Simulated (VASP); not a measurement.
# Al2Cu (P4/mmm) in VASP: notebook

Al2Cu is run at these levels: r2SCAN; tasks: single point.

All numbers are computed with VASP 6.6.1; they aren't measurements. Logs are shortened: lines on timing, memory, paths and dates and some standing lists are left out, and cuts for length are marked.

## 1. The cell of the first run

It takes space group P4/mmm (No. 123, tetragonal). Conventional cell: a = 4.027 Å, b = 4.027 Å, c = 2.851 Å, α = 90.00°, β = 90.00°, γ = 90.00°. Within 3.3 Å of Al (site symmetry mmm) lie 4 Cu at 2.47 Å and 6 Al at 2.85 Å. Cu (site symmetry 4/mmm) has 8 Al at 2.47 Å and 2 Cu at 2.85 Å within 3.3 Å.

## 2. Single point, r2SCAN (strain -0.015 along x and y, +0.000 along z)

Contents of POSCAR:

```
Al2Cu
1.0
    4.0267078573      0.0000000000      0.0000000000
    0.0000000000      4.0267078573      0.0000000000
    0.0000000000      0.0000000000      2.8513253939
Al Cu
2 1
Direct
    0.5000000000      0.0000000000      0.5000000000
    0.0000000000      0.5000000000      0.5000000000
    0.0000000000      0.0000000000      0.0000000000
```

Contents of INCAR.step1:

```
PREC = Accurate
ENCUT = 520
ISMEAR = 0
SIGMA = 0.15
LREAL = False
LASPH = True
NELM = 80
NBANDS = 16
GGA = PE
ALGO = Normal
EDIFF = 1E-4
LWAVE = True
LCHARG = False
```

Contents of INCAR.step2:

```
PREC = Accurate
ENCUT = 520
EDIFF = 1E-6
ISMEAR = 0
SIGMA = 0.15
LREAL = False
LASPH = True
NELM = 80
ALGO = Normal
ISIF = 2
LWAVE = False
LCHARG = False
METAGGA = R2SCAN
LMIXTAU = True
NBANDS = 16
ISTART = 1
```

Contents of KPOINTS:

```
regular mesh
0
Gamma
  12 12 16
```

Potentials or basis: VASP PAW PBE potentials, release 64 (Al, Cu).

Run with:

```sh
$ cat potpaw_PBE.64/Al/POTCAR potpaw_PBE.64/Cu/POTCAR > POTCAR
$ cp INCAR.step1 INCAR
$ mpirun -np 1 vasp_std > vasp.out
$ cp INCAR.step2 INCAR
$ mpirun -np 1 vasp_std > vasp.out
```

OUTCAR:

```text
PREC = Accurate
   ENCUT = 520
   EDIFF = 1E-6
   ISMEAR = 0
   LREAL = False
   LASPH = True
   NELM = 80
   ISIF = 2
   METAGGA = R2SCAN
   ISTART = 1

 ion  position               nearest neighbor table
   1  0.500  0.000  0.500-   3 2.47   3 2.47   3 2.47   3 2.47   2 2.85   2 2.85   2 2.85   2 2.85

   2  0.000  0.500  0.500-   3 2.47   3 2.47   3 2.47   3 2.47   1 2.85   1 2.85   1 2.85   1 2.85

   3  0.000  0.000  0.000-   1 2.47   2 2.47   1 2.47   2 2.47   2 2.47   2 2.47   1 2.47   1 2.47

  LATTYP: Found a simple tetragonal cell.
 ALAT       =     4.0267078573
 C/A-ratio  =     0.7081033676

  Lattice vectors:

 A1 = (   4.0267078573,   0.0000000000,   0.0000000000)
 A2 = (   0.0000000000,   4.0267078573,   0.0000000000)
 A3 = (   0.0000000000,   0.0000000000,   2.8513253939)

Analysis of symmetry for initial positions (statically):
=====================================================================
 Subroutine PRICEL returns:
 Original cell was already a primitive cell.

 Routine SETGRP: Setting up the symmetry group for a
 simple tetragonal supercell.

 Subroutine GETGRP returns: Found 16 space group operations
 (whereof 16 operations were pure point group operations)
 out of a pool of 16 trial point group operations.

The static configuration has the point symmetry D_4h.

Analysis of symmetry for dynamics (positions and initial velocities):
=====================================================================
 Subroutine PRICEL returns:
 Original cell was already a primitive cell.

 Routine SETGRP: Setting up the symmetry group for a
 simple tetragonal supercell.

 Subroutine GETGRP returns: Found 16 space group operations
 (whereof 16 operations were pure point group operations)
 out of a pool of 16 trial point group operations.

The dynamic configuration has the point symmetry D_4h.

 Subroutine INISYM returns: Found 16 space group operations
 (whereof 16 operations are pure point group operations),
 and found     1 'primitive' translations

----------------------------------------------------------------------------------------

                                     Primitive cell

  volume of cell :      46.2325

  direct lattice vectors                    reciprocal lattice vectors
     4.026707857  0.000000000  0.000000000     0.248341830  0.000000000  0.000000000
     0.000000000  4.026707857  0.000000000     0.000000000  0.248341830  0.000000000
     0.000000000  0.000000000  2.851325394     0.000000000  0.000000000  0.350714093

  length of vectors
     4.026707857  4.026707857  2.851325394     0.248341830  0.248341830  0.350714093

  position of ions in fractional coordinates (direct lattice)
     0.500000000  0.000000000  0.500000000
     0.000000000  0.500000000  0.500000000
     0.000000000  0.000000000  0.000000000

  ion indices of the primitive-cell ions
   primitive index   ion index
                 1           1
                 2           2
                 3           3

----------------------------------------------------------------------------------------

 KPOINTS: regular mesh

Automatic generation of k-mesh.
 Grid dimensions read from file:
 generate k-points for:   12   12   16

 Generating k-lattice:

  Cartesian coordinates                     Fractional coordinates (reciprocal lattice)
     0.020695153  0.000000000  0.000000000     0.083333333  0.000000000  0.000000000
     0.000000000  0.020695153  0.000000000     0.000000000  0.083333333  0.000000000
     0.000000000  0.000000000  0.021919631     0.000000000  0.000000000  0.062500000

  Length of vectors
     0.020695153  0.020695153  0.021919631

  Shift w.r.t. Gamma in fractional coordinates (k-lattice)
     0.000000000  0.000000000  0.000000000

 Subroutine IBZKPT returns following result:
 ===========================================

 Found    252 irreducible k-points:

 Following reciprocal coordinates:
            Coordinates               Weight
  0.000000  0.000000  0.000000      1.000000
  0.083333  0.000000  0.000000      4.000000
  0.166667  0.000000  0.000000      4.000000
  0.250000  0.000000  0.000000      4.000000
  0.333333  0.000000  0.000000      4.000000
  0.416667  0.000000  0.000000      4.000000
[... 16 lines left out ...]
  0.333333  0.333333  0.000000      4.000000
  0.416667  0.333333  0.000000      8.000000
 [... further k-points ...]
   k-points           NKPTS =    252   k-points in BZ     NKDIM =    252   number of bands    NBANDS=     16
   number of dos      NEDOS =    301   number of ions     NIONS =      3
   total plane-waves  NPLWV =  21600
   dimension x,y,z NGX =    30 NGY =   30 NGZ =   24
   dimension x,y,z NGXF=    60 NGYF=   60 NGZF=   48
   ions per type =               2   1
   NGX,Y,Z   is equivalent  to a cutoff of  12.39, 12.39, 13.99 a.u.
   NGXF,Y,Z  is equivalent  to a cutoff of  24.77, 24.77, 27.99 a.u.
 SYSTEM =  unknown system
   PREC   = accura    normal or accurate (medium, high low for compatibility)
   ISTART =      1    job   : 0-new  1-cont  2-samecut
   ICHARG =      0    charge: 1-file 2-atom 10-const
   ISPIN  =      1    spin polarized calculation?
   LNONCOLLINEAR =      F non collinear calculations
   LSORBIT =      F    spin-orbit coupling
   LASPH  =      T    aspherical Exc in radial PAW
   ENCUT  =  520.0 eV  38.22 Ry    6.18 a.u.   7.49  7.49  5.30*2*pi/ulx,y,z
   NELM   =     80;   NELMIN=  2; NELMDL=  0     # of ELM steps
   EDIFF  = 0.1E-05   stopping-criterion for ELM
   LREAL  =      F    real-space projection
   EDIFFG = 0.1E-04   stopping-criterion for IOM
   NSW    =      0    number of steps for IOM
   IBRION =     -1    ionic relax: 0-MD 1-quasi-New 2-CG
   NFREE  =      0    steps in history (QN), initial steepest desc. (CG)
   ISIF   =      2    stress and relaxation
   ISYM   =      2    0-nonsym 1-usesym 2-fastsym
   POTIM  = 0.5000    time-step for ionic-motion
   TEBEG  =    0.0;   TEEND  =   0.0 temperature during run
   PSTRESS=    0.0 pullay stress
   NELECT =      17.0000    total number of electrons
   NUPDOWN=      -1.0000    fix difference up-down
   EMIN   =  10.00;   EMAX   =-10.00  energy-range for DOS
   EFERMI =   0.00;   METHOD = LEGACY
   ISMEAR =     0;   SIGMA  =   0.15  broadening in eV -4-tet -1-fermi 0-gaus
   EFERMI_NEDOS =   21; number of points for ismear=-14 and -15
   IALGO  =     38    algorithm
   IMIX   =      4    mixing-type and parameters
     AMIX     =   0.40;   BMIX     =  1.00
     AMIX_MAG =   1.60;   BMIX_MAG =  1.00
  volume/ion in A,a.u.               =      15.41       104.00
  Fermi-wavevector in a.u.,A,eV,Ry     =   1.172849  2.216363 18.715833  1.375575
  Thomas-Fermi vector in A             =   2.309271
   LORBIT       =      0    0 simple, 1 ext, 2 COOP (PROOUT), +10 PAW based schemes
   METAGGA = R2SCAN    functional components
   LHFCALC =     F    Hartree Fock is set to
   AEXX    =    0.0000 exact exchange contribution
   IVDW    =     0    specifies the selected vdW correction
   LEPSILON=     F    determine dielectric tensor
   LRPA    =     F    only Hartree local field effects (RPA)
 non-spin polarized calculation
 Gauss-broadening in eV      SIGMA  =   0.15
  energy-cutoff  :      520.00
  volume of cell :       46.23
 maximum number of plane-waves:      1262
 NGX is ok and might be reduce to    30
   NGX = 15   NGY = 15   NGZ = 11

 number of electron      17.0000007 magnetization

 Free energy of the ion-electron system (eV)
  ---------------------------------------------------
  ext. energy  EPLUGINS =         0.00000000
  ---------------------------------------------------
  free energy    TOTEN  =       -24.40190133 eV

  energy without entropy =      -24.39323570  energy(sigma->0) =      -24.39756852

 E-fermi :   7.5845     XC(G=0): -11.3537

 val. band max:        7.5822667597   @ k =   0.3333   0.0833   0.3125
 cond. band min:       7.5952269038   @ k =   0.3333   0.0000   0.2500
 fundamental gap:      0.0129601441
 Fermi energy:         7.5845477274

 k-point     1 :       0.0000    0.0000    0.0000
  band No.  band energies     occupation
      1      -3.8268      2.00000
      2       1.8332      2.00000
      3       2.2867      2.00000
      4       3.0124      2.00000
      5       3.2511      2.00000
      6       3.2511      2.00000
[... 8 lines left out ...]
     15      15.1200      0.00000
     16      21.6177      0.00000

 k-point     2 :       0.0833    0.0000    0.0000
  band No.  band energies     occupation
      1      -3.7622      2.00000
      2       1.7992      2.00000
      3       2.2714      2.00000
      4       2.9914      2.00000
      5       3.2488      2.00000
      6       3.2515      2.00000
[... 8 lines left out ...]
     15      16.3683      0.00000
     16      21.2691      0.00000

 k-point     3 :       0.1667    0.0000    0.0000
  band No.  band energies     occupation
      1      -3.5702      2.00000
      2       1.6268      2.00000
      3       2.2355      2.00000
      4       2.9386      2.00000
      5       3.2425      2.00000
      6       3.2526      2.00000
[... 8 lines left out ...]
     15      17.9623      0.00000
     16      20.4938      0.00000

 k-point     4 :       0.2500    0.0000    0.0000
  band No.  band energies     occupation
      1      -3.2572      2.00000
      2       1.1517      2.00000
      3       2.2161      2.00000
      4       2.8755      2.00000
      5       3.2339      2.00000
      6       3.2541      2.00000
[... 8 lines left out ...]
     15      19.6023      0.00000
     16      19.6722      0.00000
[... 324 lines left out ...]
 k-point    22 :       0.5000    0.2500    0.0000
  band No.  band energies     occupation
      1      -1.5116      2.00000
      2      -0.1797      2.00000
      3       2.0326      2.00000
      4       2.4838      2.00000
      5       2.9741      2.00000
      6       3.2214      2.00000
[... 8 lines left out ...]
     15      18.1854      0.00000
     16      19.9698      0.00000

 k-point    23 :       0.3333    0.3333    0.0000
  band No.  band energies     occupation
      1      -1.8421      2.00000
      2       1.0171      2.00000
      3       1.3569      2.00000
      4       2.4720      2.00000
      5       3.1302      2.00000
      6       3.2309      2.00000
[... 8 lines left out ...]
     15      19.2664      0.00000
     16      19.9851      0.00000

 k-point    24 :       0.4167    0.3333    0.0000
  band No.  band energies     occupation
      1      -1.3610      2.00000
      2       0.5105      2.00000
      3       1.5178      2.00000
      4       2.3267      2.00000
      5       3.0154      2.00000
      6       3.2257      2.00000
[... 8 lines left out ...]
     15      18.7898      0.00000
     16      19.9884      0.00000

 [... further k-points ...]
[... 5 lines left out ...]
  --------------------------------------------------------------------------------------
  -------------------------------------------------------------------------------------
  Total        1.1486526      1.1486526      0.3744214      0.0000000      0.0000000      0.0000000
  in kB       39.8063416     39.8063416     12.9755036      0.0000000      0.0000000      0.0000000
  external PRESSURE =      30.8627289 kB  Pullay stress =       0.0000000 kB

 VOLUME and BASIS-vectors are now :
 -----------------------------------------------------------------------------
  energy-cutoff  :      520.00
  volume of cell :       46.23
      direct lattice vectors                 reciprocal lattice vectors
     4.026707857  0.000000000  0.000000000     0.248341830  0.000000000  0.000000000
     0.000000000  4.026707857  0.000000000     0.000000000  0.248341830  0.000000000
     0.000000000  0.000000000  2.851325394     0.000000000  0.000000000  0.350714093

 POSITION                                       TOTAL-FORCE (eV/Angst)
 -----------------------------------------------------------------------------------
      2.01335      0.00000      1.42566         0.000000      0.000000      0.000000
      0.00000      2.01335      1.42566         0.000000      0.000000      0.000000
      0.00000      0.00000      0.00000         0.000000      0.000000      0.000000
 -----------------------------------------------------------------------------------
    total drift:                               -0.000000     -0.000000     -0.000000

  FREE ENERGIE OF THE ION-ELECTRON SYSTEM (eV)
  ---------------------------------------------------
  free  energy   TOTEN  =       -24.4019013344 eV

  energy  without entropy=      -24.3932357023  energy(sigma->0) =      -24.39756852
```

Run time: 6.2 min. Hardware: 1 thread of AMD EPYC 9R45 (Zen 5), shared host; peak memory 0.27 GiB.

What came out:

```
Free energy            : -24.4019 eV
Pressure               : 3.1 GPa
Band gap on the k mesh : zero (an odd number of electrons rules out a gap without spin polarisation)
```

Stress tensor (GPa, compression positive):
```
3.98 0.00 0.00
0.00 3.98 0.00
0.00 0.00 1.30
```

Caveat: the cell differs from its parent crystal (strain -0.015 along x and y, +0.000 along z); the cell stands under pressure; the PAW data sets were made with another functional, which shifts forces and pressure a little.

(Part 1 of 3 ends here.)
